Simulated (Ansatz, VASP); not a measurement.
## P: VASP beside Ansatz

Contents of INCAR:

```
PREC = Accurate ; ENCUT = 520
EDIFF = 1E-7 ; ISMEAR = 0
SIGMA = 0.02 ; LREAL = F
LASPH = T ; NELM = 100
ALGO = Normal ; ISIF = 2
LWAVE = F ; LCHARG = F
LDIPOL = T ; IDIPOL = 3
DIPOL = 0.5 0.5 0.500 ; GGA = PE
IVDW = 12 ; NBANDS = 12
```

Contents of KPOINTS:

```
Automatic mesh
0
Gamma
  9 9 1
```

The input POSCAR:

```
P
1.0
    3.1360000000      0.0000000000      0.0000000000
   -1.5680000000      2.7158556663      0.0000000000
    0.0000000000      0.0000000000     28.0000000000
P
2
Direct
    0.3333333333      0.6666666667      0.5333571429
    0.6666666667      0.3333333333      0.4666428571
```

Input for Ansatz:

```yaml
crystal:
  lattice:
    - [3.136, 0.0, 0.0]
    - [-1.568, 2.7158556663, 0.0]
    - [0.0, 0.0, 28.0]
  atoms:
    - { symbol: P, position: [0.3333333333, 0.6666666667, 0.5333571429] }
    - { symbol: P, position: [0.6666666667, 0.3333333333, 0.4666428571] }
  periodic: [true, true, false]
basis:
  ecutwfc: 420
kpoints:
  mp_grid: { grid: [9, 9, 1] }
hamiltonian:
  xc: pbe
  dispersion: d3bj
scf:
  occupations: { method: gaussian, width: 0.02 }
output:
  forces: true
  stress: true
  eigenvalues: true
```

Alike in both runs: task single point; functional PBE; dispersion D3(BJ); k mesh 9 × 9 × 1; occupations gaussian, width 0.02 eV; no spin polarisation.

|  | VASP | Ansatz |
| --- | --- | --- |
| version | VASP 6.6.1 | Ansatz 0.2.0 |
| potentials or method | VASP PAW PBE potentials, release 64 (P), cutoff 520 eV | scalar-relativistic, plane waves, PAW |
| valence electrons in the cell | 10 | 10 |

Ansatz gave:

| Quantity | Value |
| --- | --- |
| gap on the k mesh at the Fermi level (eV) | none |
| rms of the force components (eV/Å) | 1.708 |

Q: Which values does VASP return?

A: gap on the k mesh at the Fermi level (eV): none; rms of the force components (eV/Å): 1.714.

Atom by atom the forces differ by 0.005 eV/Å (rms over components). A gap of «none» marks a metal or a gap that the smearing closes.
